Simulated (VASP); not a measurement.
Runs of VASP 6.6.1 on Mg2ZnO3. The structure is trigonal, space group P-3m1 (No. 164). Conventional cell: a = 3.033 Å, b = 3.033 Å, c = 7.403 Å, α = 90.00°, β = 90.00°, γ = 120.00°. Within 2.8 Å of Mg (site symmetry 3m) lie 6 O at 2.12 to 2.14 Å. Within 2.9 Å of Zn (site symmetry -3m) lie 6 O at 2.17 Å. Within 2.8 Å of O (site symmetry 3m) lie 3 Mg at 2.12 Å and 3 Zn at 2.17 Å. O (site symmetry -3m) has 6 Mg at 2.14 Å within 2.8 Å. 

```tsv
k mesh	gap on the mesh (eV)	pressure (GPa)	largest force (eV/Å)
10 × 10 × 4	2.79	-5.8	0.10
3 × 3 × 1	2.84	-5.9	0.04
4 × 4 × 2	2.78	-5.9	(a)
7 × 7 × 3	(b)	-5.8	0.10
5 × 5 × 2	2.78	-5.9	0.10
```

Alike in all rows: task single point; level PBEsol; potentials or basis VASP PAW PBE potentials, release 64 (Mg, Zn, O); no spin polarisation; cell as given; cutoff (eV) 520; smearing gaussian 0.01 eV.

Problem. Fill in the values left out.

Solution. (a) 0.09; (b) 2.80.

Caveats: some runs use coarse meshes; the PAW data sets were made with another functional, which shifts forces and pressure a little.

A k mesh can miss the band edges.
